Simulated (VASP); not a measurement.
# Bi (P6_3/mmc) in VASP: a series of runs

The runs below take Bi through single point, relaxation of cell and atoms, with RPBE.

All numbers are computed with VASP 6.6.1; they aren't measurements. Logs are shortened: lines on timing, memory, paths and dates and some standing lists are left out, and cuts for length are marked.

**1. The cell of the first run**

Symmetry: P6_3/mmc, No. 194, hexagonal system. Conventional cell: a = 3.574 Å, b = 3.574 Å, c = 5.881 Å, α = 90.00°, β = 90.00°, γ = 120.00°. Bi (site symmetry -6m2) has 12 Bi at 3.57 to 3.59 Å within 4.7 Å.

This isn't the form of Bi at room conditions, which is rhombohedral.

**2. Single point, RPBE**

The input, INCAR:

```
SYSTEM = Bi
ALGO = Normal ; EDIFF = 1E-7
ENCUT = 520 ; GGA = RP
ISIF = 2 ; ISMEAR = -1
LASPH = .TRUE. ; LCHARG = .FALSE.
LREAL = .FALSE. ; LWAVE = .FALSE.
NBANDS = 22 ; NELM = 80
PREC = Accurate ; SIGMA = 0.1
```

The input, KPOINTS:

```
k-points
0
G
  10 10 6
  0 0 0
```

The input, POSCAR:

```
Bi
1.0
    3.5737419841      0.0000000000      0.0000000000
   -1.7868709921      3.0949513448      0.0000000000
    0.0000000000      0.0000000000      5.8808123318
Bi
2
Direct
    0.3333333333      0.6666666667      0.2500000000
    0.6666666667      0.3333333333      0.7500000000
```

Potentials or basis: VASP PAW PBE potentials, release 64 (Bi_d).

The run is started by

```bash
cat potpaw_PBE.64/Bi_d/POTCAR > POTCAR
mpirun -np 1 vasp_std > vasp.out
```

OUTCAR:

```text
SYSTEM = Bi
   EDIFF = 1E-7
   ENCUT = 520
   GGA = RP
   ISIF = 2
   ISMEAR = -1
   LASPH = .TRUE.
   LREAL = .FALSE.
   NELM = 80
   PREC = Accurate

 ion  position               nearest neighbor table
   1  0.333  0.667  0.250-   2 3.59   2 3.59   2 3.59   2 3.59   2 3.59   2 3.59
   2  0.667  0.333  0.750-   1 3.59   1 3.59   1 3.59   1 3.59   1 3.59   1 3.59

  LATTYP: Found a hexagonal cell.
 ALAT       =     3.5737419841
 C/A-ratio  =     1.6455615313

  Lattice vectors:

 A1 = (   3.5737419841,   0.0000000000,   0.0000000000)
 A2 = (  -1.7868709921,   3.0949513448,   0.0000000000)
 A3 = (   0.0000000000,   0.0000000000,   5.8808123318)

Analysis of symmetry for initial positions (statically):
=====================================================================
 Subroutine PRICEL returns:
 Original cell was already a primitive cell.

 Routine SETGRP: Setting up the symmetry group for a
 hexagonal supercell.

 Subroutine GETGRP returns: Found 24 space group operations
 (whereof 12 operations were pure point group operations)
 out of a pool of 24 trial point group operations.

The static configuration has the point symmetry D_3d.
 The point group associated with its full space group is D_6h.

Analysis of symmetry for dynamics (positions and initial velocities):
=====================================================================
 Subroutine PRICEL returns:
 Original cell was already a primitive cell.

 Routine SETGRP: Setting up the symmetry group for a
 hexagonal supercell.

 Subroutine GETGRP returns: Found 24 space group operations
 (whereof 12 operations were pure point group operations)
 out of a pool of 24 trial point group operations.

The dynamic configuration has the point symmetry D_3d.
 The point group associated with its full space group is D_6h.

 Subroutine INISYM returns: Found 24 space group operations
 (whereof 12 operations are pure point group operations),
 and found     1 'primitive' translations

----------------------------------------------------------------------------------------

                                     Primitive cell

  volume of cell :      65.0451

  direct lattice vectors                    reciprocal lattice vectors
     3.573741984  0.000000000  0.000000000     0.279818746  0.161553428  0.000000000
    -1.786870992  3.094951345  0.000000000     0.000000000  0.323106856  0.000000000
     0.000000000  0.000000000  5.880812332     0.000000000  0.000000000  0.170044535

  length of vectors
     3.573741984  3.573741984  5.880812332     0.323106856  0.323106856  0.170044535

  position of ions in fractional coordinates (direct lattice)
     0.333333333  0.666666667  0.250000000
     0.666666667  0.333333333  0.750000000

  ion indices of the primitive-cell ions
   primitive index   ion index
                 1           1
                 2           2

----------------------------------------------------------------------------------------

 KPOINTS: k-points

Automatic generation of k-mesh.
 Grid dimensions read from file:
 generate k-points for:   10   10    6

 Generating k-lattice:

  Cartesian coordinates                     Fractional coordinates (reciprocal lattice)
     0.027981875  0.016155343  0.000000000     0.100000000  0.000000000  0.000000000
     0.000000000  0.032310686  0.000000000     0.000000000  0.100000000  0.000000000
     0.000000000  0.000000000  0.028340756     0.000000000  0.000000000  0.166666667

  Length of vectors
     0.032310686  0.032310686  0.028340756

  Shift w.r.t. Gamma in fractional coordinates (k-lattice)
     0.000000000  0.000000000  0.000000000

 Subroutine IBZKPT returns following result:
 ===========================================

 Found     56 irreducible k-points:

 Following reciprocal coordinates:
            Coordinates               Weight
  0.000000  0.000000  0.000000      1.000000
  0.100000 -0.000000  0.000000      6.000000
  0.200000 -0.000000  0.000000      6.000000
  0.300000 -0.000000  0.000000      6.000000
  0.400000  0.000000  0.000000      6.000000
  0.500000  0.000000  0.000000      3.000000
[... 16 lines left out ...]
  0.300000  0.100000  0.166667     24.000000
  0.400000  0.100000  0.166667     24.000000
 [... further k-points ...]
   k-points           NKPTS =     56   k-points in BZ     NKDIM =     56   number of bands    NBANDS=     22
   number of dos      NEDOS =    301   number of ions     NIONS =      2
   total plane-waves  NPLWV =  37632
   dimension x,y,z NGX =    28 NGY =   28 NGZ =   48
   dimension x,y,z NGXF=    56 NGYF=   56 NGZF=   96
   ions per type =               2
   NGX,Y,Z   is equivalent  to a cutoff of  13.03, 13.03, 13.57 a.u.
   NGXF,Y,Z  is equivalent  to a cutoff of  26.05, 26.05, 27.14 a.u.
 SYSTEM =  Bi
   PREC   = accura    normal or accurate (medium, high low for compatibility)
   ISTART =      0    job   : 0-new  1-cont  2-samecut
   ICHARG =      2    charge: 1-file 2-atom 10-const
   ISPIN  =      1    spin polarized calculation?
   LNONCOLLINEAR =      F non collinear calculations
   LSORBIT =      F    spin-orbit coupling
   LASPH  =      T    aspherical Exc in radial PAW
   ENCUT  =  520.0 eV  38.22 Ry    6.18 a.u.   6.64  6.64 10.93*2*pi/ulx,y,z
   NELM   =     80;   NELMIN=  2; NELMDL= -5     # of ELM steps
   EDIFF  = 0.1E-06   stopping-criterion for ELM
   LREAL  =      F    real-space projection
   EDIFFG = 0.1E-05   stopping-criterion for IOM
   NSW    =      0    number of steps for IOM
   IBRION =     -1    ionic relax: 0-MD 1-quasi-New 2-CG
   NFREE  =      0    steps in history (QN), initial steepest desc. (CG)
   ISIF   =      2    stress and relaxation
   ISYM   =      2    0-nonsym 1-usesym 2-fastsym
   POTIM  = 0.5000    time-step for ionic-motion
   TEBEG  =    0.0;   TEEND  =   0.0 temperature during run
   PSTRESS=    0.0 pullay stress
   NELECT =      30.0000    total number of electrons
   NUPDOWN=      -1.0000    fix difference up-down
   EMIN   =  10.00;   EMAX   =-10.00  energy-range for DOS
   EFERMI =   0.00;   METHOD = LEGACY
   ISMEAR =    -1;   SIGMA  =   0.10  broadening in eV -4-tet -1-fermi 0-gaus
   EFERMI_NEDOS =   21; number of points for ismear=-14 and -15
   IALGO  =     38    algorithm
   IMIX   =      4    mixing-type and parameters
     AMIX     =   0.40;   BMIX     =  1.00
     AMIX_MAG =   1.60;   BMIX_MAG =  1.00
  volume/ion in A,a.u.               =      32.52       219.47
  Fermi-wavevector in a.u.,A,eV,Ry     =   1.264864  2.390246 21.767699  1.599881
  Thomas-Fermi vector in A             =   2.398147
   LORBIT       =      0    0 simple, 1 ext, 2 COOP (PROOUT), +10 PAW based schemes
   GGA     = RP    functional components
   LHFCALC =     F    Hartree Fock is set to
   AEXX    =    0.0000 exact exchange contribution
   IVDW    =     0    specifies the selected vdW correction
   LEPSILON=     F    determine dielectric tensor
   LRPA    =     F    only Hartree local field effects (RPA)
 non-spin polarized calculation
  energy-cutoff  :      520.00
  volume of cell :       65.05
 maximum number of plane-waves:      1786
 NGX is ok and might be reduce to    28
   NGX = 13   NGY = 13   NGZ = 21

 number of electron      29.9999999 magnetization

 Free energy of the ion-electron system (eV)
  ---------------------------------------------------
  ext. energy  EPLUGINS =         0.00000000
  ---------------------------------------------------
  free energy    TOTEN  =        -6.74664099 eV

  energy without entropy =       -6.71096050  energy(sigma->0) =       -6.72880075

 E-fermi :   7.5890     XC(G=0): -10.0049

 val. band max:        7.5847255210   @ k =   0.4000   0.2000   0.1667
 cond. band min:       7.6378856880   @ k =   0.5000   0.0000   0.3333
 fundamental gap:      0.0531601670
 Fermi energy:         7.5889859813

 k-point     1 :       0.0000    0.0000    0.0000
  band No.  band energies     occupation
      1     -15.5706      2.00000
      2     -15.5601      2.00000
      3     -15.5526      2.00000
      4     -15.5526      2.00000
      5     -15.5456      2.00000
      6     -15.5456      2.00000
[... 14 lines left out ...]
     21      16.8745      0.00000
     22      17.8370      0.00000

 k-point     2 :       0.1000   -0.0000    0.0000
  band No.  band energies     occupation
      1     -15.5714      2.00000
      2     -15.5595      2.00000
      3     -15.5483      2.00000
      4     -15.5419      2.00000
      5     -15.5393      2.00000
      6     -15.5349      2.00000
[... 14 lines left out ...]
     21      16.7981      0.00000
     22      17.1435      0.00000

 k-point     3 :       0.2000   -0.0000    0.0000
  band No.  band energies     occupation
      1     -15.5844      2.00000
      2     -15.5491      2.00000
      3     -15.5445      2.00000
      4     -15.5423      2.00000
      5     -15.5386      2.00000
      6     -15.5140      2.00000
[... 14 lines left out ...]
     21      16.4391      0.00000
     22      17.3340      0.00000

 k-point     4 :       0.3000   -0.0000    0.0000
  band No.  band energies     occupation
      1     -15.6006      2.00000
      2     -15.5576      2.00000
      3     -15.5533      2.00000
      4     -15.5483      2.00000
      5     -15.5235      2.00000
      6     -15.4905      2.00000
[... 14 lines left out ...]
     21      15.8866      0.00000
     22      17.3177      0.00000

 k-point     5 :       0.4000    0.0000    0.0000
  band No.  band energies     occupation
      1     -15.6131      2.00000
      2     -15.5709      2.00000
      3     -15.5579      2.00000
      4     -15.5556      2.00000
      5     -15.5057      2.00000
      6     -15.5032      2.00000
[... 417 lines left out ...]
 k-point    22 :       0.2000    0.1000    0.1667
  band No.  band energies     occupation
      1     -15.5810      2.00000
      2     -15.5601      2.00000
      3     -15.5537      2.00000
      4     -15.5421      2.00000
      5     -15.5286      2.00000
      6     -15.5084      2.00000
[... 14 lines left out ...]
     21      15.6882      0.00000
     22      16.8943      0.00000

 k-point    23 :       0.3000    0.1000    0.1667
  band No.  band energies     occupation
      1     -15.5942      2.00000
      2     -15.5706      2.00000
      3     -15.5533      2.00000
      4     -15.5461      2.00000
      5     -15.5182      2.00000
      6     -15.5001      2.00000
[... 14 lines left out ...]
     21      15.8993      0.00000
     22      16.7226      0.00000

 k-point    24 :       0.4000    0.1000    0.1667
  band No.  band energies     occupation
      1     -15.6019      2.00000
      2     -15.5800      2.00000
      3     -15.5545      2.00000
      4     -15.5486      2.00000
      5     -15.5206      2.00000
      6     -15.4896      2.00000
[... 14 lines left out ...]
     21      16.2767      0.00000
     22      16.9275      0.00000

 [... further k-points ...]
[... 5 lines left out ...]
  --------------------------------------------------------------------------------------
  -------------------------------------------------------------------------------------
  Total       -0.0456159     -0.0456159     -0.0106284      0.0000000      0.0000000      0.0000000
  in kB       -1.1236029     -1.1236029     -0.2617956      0.0000000      0.0000000      0.0000000
  external PRESSURE =      -0.8363338 kB  Pullay stress =       0.0000000 kB

 VOLUME and BASIS-vectors are now :
 -----------------------------------------------------------------------------
  energy-cutoff  :      520.00
  volume of cell :       65.05
      direct lattice vectors                 reciprocal lattice vectors
     3.573741984  0.000000000  0.000000000     0.279818746  0.161553428  0.000000000
    -1.786870992  3.094951345  0.000000000     0.000000000  0.323106856  0.000000000
     0.000000000  0.000000000  5.880812332     0.000000000  0.000000000  0.170044535

 POSITION                                       TOTAL-FORCE (eV/Angst)
 -----------------------------------------------------------------------------------
     -0.00000      2.06330      1.47020         0.000000      0.000000      0.000000
      1.78687      1.03165      4.41061        -0.000000      0.000000      0.000000
 -----------------------------------------------------------------------------------
    total drift:                               -0.000000      0.000000      0.000000

  FREE ENERGIE OF THE ION-ELECTRON SYSTEM (eV)
  ---------------------------------------------------
  free  energy   TOTEN  =        -6.7466409947 eV

  energy  without entropy=       -6.7109604994  energy(sigma->0) =       -6.72880075
```

Wall time 32 s (1 thread of AMD EPYC 9R45 (Zen 5), shared host); peak memory 0.19 GiB.

What came out:

* Free energy: -6.7466 eV
* Pressure: -0.1 GPa
* Band gap on the k mesh: zero (bands 15 and 16 overlap by 6.27 eV)

Stress tensor (GPa, compression positive):
```
-0.11  0.00  0.00
 0.00 -0.11  0.00
 0.00  0.00 -0.03
```

Caveat: the PAW data sets were made with another functional, which shifts forces and pressure a little; spin-orbit coupling is left out, which moves the levels of the heavy elements.

**3. Single point, RPBE (28.62 Å³/atom)**

This run uses another cell than the first one, of 28.62 Å³/atom.

The input, INCAR:

```
  PREC = Accurate
  ENCUT = 520
  EDIFF = 1E-7
  ISMEAR = -1
  SIGMA = 0.1
  LREAL = F
  LASPH = T
  NELM = 80
  ALGO = Normal
  ISIF = 2
  LWAVE = F
  LCHARG = T
  GGA = RP
  LELF = T
  LVHAR = T
  NBANDS = 22
```

The input, KPOINTS:

```
regular mesh
0
Gamma
  17 17 9
```

The input, POSCAR:

```
Bi
1.0
    3.4246596613      0.0000000000      0.0000000000
   -1.7123298307      2.9658422660      0.0000000000
    0.0000000000      0.0000000000      5.6354881965
Bi
2
Direct
    0.3333333333      0.6666666667      0.2500000000
    0.6666666667      0.3333333333      0.7500000000
```

Potentials or basis: VASP PAW PBE potentials, release 64 (Bi_d).

The run is started by

```bash
cat potpaw_PBE.64/Bi_d/POTCAR > POTCAR
mpirun -np 1 vasp_std > vasp.out
```

Run time: 75 s. Hardware: 1 thread of AMD EPYC 9R45 (Zen 5), shared host; peak memory 0.26 GiB.

Results (log left out):

```yaml
Free_energy: -6.5511 eV
Pressure: 8.3 GPa
Band_gap_on_the_k_mesh: zero (bands 15 and 16 overlap by 7.18 eV)
```

Levels at points of the mesh, in eV from the Fermi level:
| k point | band 12 | band 13 | band 14 | band 15 | band 16 | band 17 | band 18 | band 19 |
| --- | --- | --- | --- | --- | --- | --- | --- | --- |
| (0.00, 0.00, 0.00) | -10.97 | -5.86 | 3.80 | 3.80 | 5.50 | 5.52 | 5.52 | 7.41 |

Caveat: the cell stands under pressure; the PAW data sets were made with another functional, which shifts forces and pressure a little; spin-orbit coupling is left out, which moves the levels of the heavy elements.

**4. Single point, RPBE (29.92 Å³/atom)**

This run uses another cell than the first one, of 29.92 Å³/atom.

The input, INCAR:

```
SYSTEM = Bi
ALGO = Normal ; EDIFF = 1E-6
ENCUT = 520 ; GGA = RP
ISIF = 2 ; ISMEAR = -1
LASPH = .TRUE. ; LCHARG = .TRUE.
LELF = .TRUE. ; LREAL = .FALSE.
LVHAR = .TRUE. ; LWAVE = .FALSE.
NBANDS = 22 ; NELM = 100
PREC = Accurate ; SIGMA = 0.1
```

The input, KPOINTS:

```
k-points
0
G
  17 17 9
  0 0 0
```

The input, POSCAR:

```
Bi
1.0
    3.4757815215      0.0000000000      0.0000000000
   -1.7378907608      3.0101150956      0.0000000000
    0.0000000000      0.0000000000      5.7196123630
Bi
2
Direct
    0.3333333333      0.6666666667      0.2500000000
    0.6666666667      0.3333333333      0.7500000000
```

The run is started by

```bash
cat potpaw_PBE.64/Bi_d/POTCAR > POTCAR
mpirun -np 1 vasp_std > vasp.out
```

It took 82 s on 1 thread of AMD EPYC 9R45 (Zen 5), shared host; peak memory 0.27 GiB.

The run converged. Its results:

- Free energy: -6.6589 eV
- Pressure: 4.9 GPa
- Band gap on the k mesh: zero (bands 15 and 16 overlap by 6.79 eV)

Stress tensor (GPa, compression positive):
```
4.84 0.00 0.00
0.00 4.84 0.00
0.00 0.00 5.05
```

Levels at points of the mesh, in eV from the Fermi level:
```csv
k point,band 11,band 12,band 13,band 14,band 15,band 16,band 17,band 18,band 19,band 20
"(0.00, 0.00, 0.00)",-13.90,-10.88,-5.57,3.59,3.59,5.19,5.22,5.22,7.19,8.12
```

Caveat: the cell stands under pressure; the PAW data sets were made with another functional, which shifts forces and pressure a little; spin-orbit coupling is left out, which moves the levels of the heavy elements.

(Part 1 of 2 ends here.)

The gap in the log of VASP goes by the Fermi energy; the results here count the filled bands.